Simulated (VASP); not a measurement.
CdS, 2 atoms in the cell. Symmetry: Imm2, No. 44, orthorhombic system. The conventional cell has a = 3.856 Å, b = 5.454 Å, c = 3.856 Å, α = 90.00°, β = 90.00°, γ = 90.00°. Within 3.5 Å of Cd (site symmetry mm2) lie 6 S at 2.68 to 2.78 Å. Within 3.5 Å of S (site symmetry mm2) lie 6 Cd at 2.68 to 2.78 Å.  This cell differs from its parent crystal: mode 4 frozen in at -0.041 Å and mode 5 at -0.041 Å (largest displacements).

| Quantity | Value |
| --- | --- |
| Program | VASP 6.6.1 |
| Task | single point |
| Functional | r2SCAN |
| Potentials or basis | VASP PAW PBE potentials, release 64 (Cd, S) |
| Cutoff | 520 eV |
| k mesh | 8 × 8 × 8 |
| Occupations | gaussian, width 0.05 eV |
| Spin | no spin polarisation |
| Dipole correction | no |
| Further INCAR settings | ALGO = Normal; EDIFF = 1e-06; NBANDS = 16 |

Potentials or basis: VASP PAW PBE potentials, release 64 (Cd, S).

The run is started by

```console
$ cat potpaw_PBE.64/Cd/POTCAR potpaw_PBE.64/S/POTCAR > POTCAR
$ cp INCAR.step1 INCAR
$ mpirun -np 1 vasp_std > vasp.out
$ cp INCAR.step2 INCAR
$ mpirun -np 1 vasp_std > vasp.out
```

Hardware: 1 thread of Intel(R) Xeon(R) Platinum 8488C (Sapphire Rapids) (shared host).

**Question.** Estimate the wall time of this run.

**Answer.** It took 3.2 min on 1 thread of Intel(R) Xeon(R) Platinum 8488C (Sapphire Rapids), on a shared host, peak memory 0.21 GiB. Counts: k points 95.
